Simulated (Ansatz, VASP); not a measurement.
# Al2GaSb3: VASP beside Ansatz

```
Al Ga Sb
1.0
     7.09918    0.00000    0.00000
    -3.54959    6.14807    0.00000
     0.00000    0.00000    3.89902
Al Ga Sb
2 1 3
Direct
  0.66667 0.33333 0.00000
  0.33333 0.66667 0.00000
  0.00000 0.00000 0.00000
  0.50000 0.00000 0.50000
  0.00000 0.50000 0.50000
  0.50000 0.50000 0.50000
```

Change from the starting cell: species swapped into the YB2Ir3 type (P6/mmm, No. 191).

Alike in both runs: task relaxation of cell and atoms; functional PBE; k mesh 6 × 6 × 10; occupations gaussian, width 0.1 eV; no spin polarisation.

|  | VASP | Ansatz |
| --- | --- | --- |
| version | VASP 6.6.1 | Ansatz 0.2.0 |
| potentials or method | VASP PAW PBE potentials, release 64 (Al, Ga_d, Sb), cutoff 600 eV | scalar-relativistic, plane waves, PAW |
| valence electrons in the cell | 34 | 64 |

|  | VASP | Ansatz | Ansatz less VASP |
| --- | --- | --- | --- |
| gap on the k mesh at the Fermi level, each at its own relaxed structure (eV) | none | none | - |
| relaxed volume (Å³/atom) | 28.34 | 28.28 | -0.060 |
| relaxed cell length with the largest relative difference (Å) | 6.927 | 6.921 | -0.0060 |

A gap of «none» marks a metal or a gap that the smearing closes. VASP's potentials hold 34 valence electrons a cell and Ansatz's 64, so a difference there can come from the potentials and not from the codes.

Spin-orbit coupling is off throughout.
